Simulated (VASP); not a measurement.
A run of VASP 6.6.1 is set up as follows.

The input INCAR:

```
SYSTEM = Na
  PREC = Accurate
  ENCUT = 520
  EDIFF = 1E-6
  ISMEAR = -1
  SIGMA = 0.05
  LREAL = .False.
  LASPH = .True.
  NELM = 80
  ALGO = Normal
  ISIF = 2
  LWAVE = .False.
  LCHARG = .False.
  GGA = PE
  NBANDS = 18
```

File KPOINTS:

```
regular mesh
0
Gamma
  8 8 3
  0 0 0
```

File POSCAR:

```
Na
1.0
    3.1313959374     -1.8186525781      0.0000000000
    3.1313959374      1.8186525781      0.0000000000
   -2.1300628118      0.0000000000      9.1736781062
Na
3
Direct
    0.7775850000      0.7775850000      0.3333240000
    0.2224150000      0.2224150000      0.6666760000
    0.0000000000      0.0000000000      0.0000000000
```

Potentials or basis: VASP PAW PBE potentials, release 64 (Na_pv).

Run with:

```bash
$ cat potpaw_PBE.64/Na_pv/POTCAR > POTCAR
$ mpirun -np 1 vasp_std > vasp.out
```

What does it give for the band gap on the k mesh?

Zero (an odd number of electrons rules out a gap without spin polarisation).

What does it give for the pressure?

0.5 GPa.

Stress tensor (GPa, compression positive):
```
0.86 0.00 0.01
0.00 0.65 0.00
0.01 0.00 0.14
```
